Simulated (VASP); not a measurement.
As: single point with PBE+D3(BJ)

Slab: As, a slab with vacuum.

```xyz
2
Lattice="3.4630 0.0000 0.0000 -1.7315 2.9990 0.0000 0.0000 0.0000 28.5742" Properties=species:S:1:pos:R:3 pbc="T T T"
As    0.0000    1.9994   14.2871
As    1.7315    0.9997   14.2871
```

```
Program                : VASP 6.6.1
Task                   : single point
Functional             : PBE
Dispersion             : D3(BJ)
Potentials or basis    : VASP PAW PBE potentials, release 64 (As)
Cutoff                 : 520 eV
k mesh                 : 9 × 9 × 1
Occupations            : gaussian, width 0.02 eV
Spin                   : no spin polarisation
Dipole correction      : yes
Further INCAR settings : ALGO = Normal; EDIFF = 1e-06; NBANDS = 12
```

- Band gap on the k mesh: zero (band 5 reaches -1.38 eV, above the bottom of band 6 at -3.23 eV)
- Dispersion energy per atom: -0.236 eV

Levels at points of the mesh, in eV from the Fermi level:
```tsv
k point	band 2	band 3	band 4	band 5	band 6	band 7	band 8	band 9
(0.00, 0.00, 0.00)	-6.75	-4.90	-4.90	-0.95	1.49	1.49	1.86	3.25
```

Wall time 100 s on 1 thread of Intel(R) Xeon(R) Platinum 8259CL CPU @ 2.50GHz (Skylake/Cascade Lake), with other jobs on the host, peak memory 0.39 GiB.
